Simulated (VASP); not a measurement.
Here is a VASP 6.6.1 calculation.

The input INCAR:

```
SYSTEM = Sc
  PREC = Accurate
  ENCUT = 520
  EDIFF = 1E-6
  ISMEAR = -1
  SIGMA = 0.05
  LREAL = .FALSE.
  LASPH = .TRUE.
  NELM = 80
  ALGO = Normal
  ISIF = 2
  LWAVE = .FALSE.
  LCHARG = .FALSE.
  GGA = PS
  NBANDS = 18
```

Contents of KPOINTS:

```
Automatic mesh
0
G
  9 9 5
  0 0 0
```

POSCAR

```
Sc
1.0
    3.3525444672      0.0000000000      0.0000000000
   -1.6762722336      2.9033886759      0.0000000000
    0.0000000000      0.0000000000      5.3426934842
Sc
2
Direct
    0.6666666667      0.3333333333      0.7500000000
    0.3333333333      0.6666666667      0.2500000000
```

Potentials or basis: VASP PAW PBE potentials, release 64 (Sc_sv).

Launch:

```console
$ cat potpaw_PBE.64/Sc_sv/POTCAR > POTCAR
$ mpirun -np 1 vasp_std > vasp.out
```

(1) Estimate the pressure.

(2) What does it give for the band gap on the k mesh?

## Answers

(1) -4.6 GPa.

(2) zero (band 11 reaches 3.92 eV, above the bottom of band 12 at 2.88 eV).

Caveat: the PAW data sets were made with another functional, which shifts forces and pressure a little.
